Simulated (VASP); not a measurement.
Write the native input for VASP 6.6.1 that does the following.

| Property | Result |
| --- | --- |
| Task | single point |
| Functional | LDA |
| Potentials or basis | VASP PAW LDA potentials, release 64 (C) |
| Cutoff | 520 eV |
| k mesh | 15 × 15 × 3 |
| Occupations | gaussian, width 0.03 eV |
| Spin | no spin polarisation |
| Dipole correction | no |
| Further INCAR settings | ALGO = Normal; EDIFF = 1e-06; NBANDS = 26 |

The structure of C lies in POSCAR:

```
C
1.0
   -1.2226660053     -2.1164534110      0.0000000000
    1.2226660053     -2.1164534110      0.0000000000
    0.1358517784     -0.7054844703     13.4515291704
C
8
Direct
    0.3194075448      0.3055186559      0.1250000000
    0.7916297670      0.7499631004      0.3750000000
    0.2638519893      0.1944075448      0.6250000000
    0.7360742115      0.6388519893      0.8750000000
    0.6528146774      0.6389257885      0.1250000000
    0.1250368996      0.0833702330      0.3750000000
    0.5972591219      0.5278146774      0.6250000000
    0.0694813441     -0.0277408781      0.8750000000
```

One way to write it, as run:

INCAR

```
SYSTEM = C
  ALGO = Normal
  EDIFF = 1E-6
  ENCUT = 520
  GGA = CA
  ISIF = 2
  ISMEAR = 0
  LASPH = .True.
  LCHARG = .True.
  LELF = .True.
  LREAL = .False.
  LVHAR = .True.
  LWAVE = .False.
  NBANDS = 26
  NELM = 60
  PREC = Accurate
  SIGMA = 0.03
```

KPOINTS

```
k-points
0
Gamma
  15 15 3
  0 0 0
```

Potentials or basis: VASP PAW LDA potentials, release 64 (C).

The run is started by

```bash
$ cat potpaw_LDA.64/C/POTCAR > POTCAR
$ mpirun -np 1 vasp_std > vasp.out
```

It gave:

- Pressure: 0.9 GPa
- Largest force: 0.017 eV/Å

Run time: 3.8 min on 1 thread of Intel(R) Xeon(R) Platinum 8559C (Emerald Rapids), with other jobs on the host, peak memory 0.45 GiB.
